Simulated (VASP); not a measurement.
## LiCl: relaxation of cell and atoms with PBE

Crystal: LiCl.

```
CELL_PARAMETERS angstrom
0.00000 2.56477 2.56477
2.56477 0.00000 2.56477
2.56477 2.56477 0.00000
ATOMIC_POSITIONS crystal
Li 0.00000 0.00000 0.00000
Cl 0.50000 0.50000 0.50000
```

```
Program                : VASP 6.6.1
Task                   : relaxation of cell and atoms
Functional             : PBE
Potentials or basis    : VASP PAW PBE potentials, release 64 (Li_sv, Cl)
Cutoff                 : 600 eV
k mesh                 : 8 × 8 × 8
Occupations            : fermi-dirac, width 0.02 eV
Spin                   : no spin polarisation
Dipole correction      : no
Further INCAR settings : ALGO = Normal; EDIFF = 1e-06; IBRION = 2; EDIFFG = -0.005; NSW = 80; ISIF = 3
```

| Property | Result |
| --- | --- |
| Relaxed volume | 17.01 Å³/atom |
| Relaxed cell | a = 3.637 Å, b = 3.637 Å, c = 3.637 Å, α = 60.00°, β = 60.00°, γ = 60.00° |
| Space group after relaxing (to 0.05 Å) | Fm-3m (No. 225) |
| Energy gained by relaxing | 0.1 meV/atom |
| Ionic steps | 3 |
| Pressure after relaxing | 0.0 GPa |
| Band gap on the k mesh | 6.29 eV, direct |

The path:
| step | energy change (eV) | largest force (eV/Å) | pressure (GPa) | volume (Å³) |
| --- | --- | --- | --- | --- |
| 1 | 0.0000 | 0.0000 | 0.31 | 33.74 |
| 2 | -0.0002 | 0.0000 | 0.14 | 33.90 |
| 3 | -0.0003 | 0.0000 | 0.02 | 34.03 |

Final structure:
```
CELL_PARAMETERS angstrom
0.00000 2.57200 2.57200
2.57200 0.00000 2.57200
2.57200 2.57200 0.00000
ATOMIC_POSITIONS crystal
Li 0.00000 0.00000 0.00000
Cl 0.50000 0.50000 0.50000
```

Levels at points of the mesh, in eV from the valence-band top:
| k point | band 1 | band 2 | band 3 | band 4 | band 5 | band 6 | band 7 | band 8 | band 9 |
| --- | --- | --- | --- | --- | --- | --- | --- | --- | --- |
| (0.00, 0.00, 0.00) | -43.54 | -13.37 | 0.00 | 0.00 | 0.00 | 6.29 | 11.93 | 11.93 | 11.93 |
| (0.50, 0.00, 0.00) | -43.53 | -12.81 | -2.78 | -0.25 | -0.25 | 6.75 | 9.50 | 9.50 | 12.89 |
| (0.50, 0.50, 0.00) | -43.53 | -12.57 | -2.85 | -1.08 | -1.08 | 7.87 | 8.31 | 12.37 | 14.05 |

Wall time 12 s on 1 thread of AMD EPYC 9R45 96-Core Processor (Zen 5), on a shared host, peak memory 0.13 GiB.

Caveat: the cutoff is under 1.25 times the usual one of these potentials, so pressure, stress and relaxed cells hold a basis-set (Pulay) error. Zero-point motion and thermal expansion aren't in these numbers.
